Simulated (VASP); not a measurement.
Hg: single point with r2SCAN

The system is Hg.

```
CELL_PARAMETERS angstrom
1.87786 1.08418 2.15473
-1.87786 1.08418 2.15473
0.00000 -2.16837 2.15473
ATOMIC_POSITIONS crystal
Hg 0.00000 0.00000 0.00000
```

| Quantity | Value |
| --- | --- |
| Program | VASP 6.6.1 |
| Task | single point |
| Functional | r2SCAN |
| Potentials or basis | VASP PAW PBE potentials, release 64 (Hg) |
| Cutoff | 520 eV |
| k mesh | 18 × 18 × 18 |
| Occupations | fermi-dirac, width 0.1 eV |
| Spin | no spin polarisation |

```json
{"Pressure": "0.5 GPa", "Band gap on the k mesh": "zero (bands 6 and 7 overlap by 3.31 eV)"}
```

Stress tensor (GPa, compression positive):
```
0.52 0.00 0.00
0.00 0.52 0.00
0.00 0.00 0.36
```

Levels at points of the mesh, in eV from the Fermi level:
| k point | band 2 | band 3 | band 4 | band 5 | band 6 | band 7 | band 8 | band 9 | band 10 | band 11 |
| --- | --- | --- | --- | --- | --- | --- | --- | --- | --- | --- |
| (0.00, 0.00, 0.00) | -8.07 | -8.07 | -6.48 | -6.48 | -6.48 | 11.37 | 11.37 | 11.59 | 15.50 | 17.01 |
| (0.50, 0.00, 0.00) | -8.02 | -6.79 | -6.52 | -6.46 | -2.77 | -1.59 | 12.47 | 12.52 | 17.02 | 18.02 |
| (0.50, 0.50, 0.00) | -8.04 | -6.64 | -6.55 | -5.80 | 0.34 | 0.39 | 3.80 | 8.95 | 11.70 | 16.70 |
| (0.50, 0.50, 0.50) | -7.59 | -7.59 | -5.84 | -5.84 | 1.12 | 2.18 | 7.67 | 7.67 | 10.60 | 12.66 |

Run time: 3.6 min on 1 thread of Intel(R) Xeon(R) 6975P-C (Granite Rapids), on a shared host, peak memory 0.29 GiB.

Caveat: the PAW data sets were made with another functional, which shifts forces and pressure a little; spin-orbit coupling is left out, which moves the levels of the heavy elements.
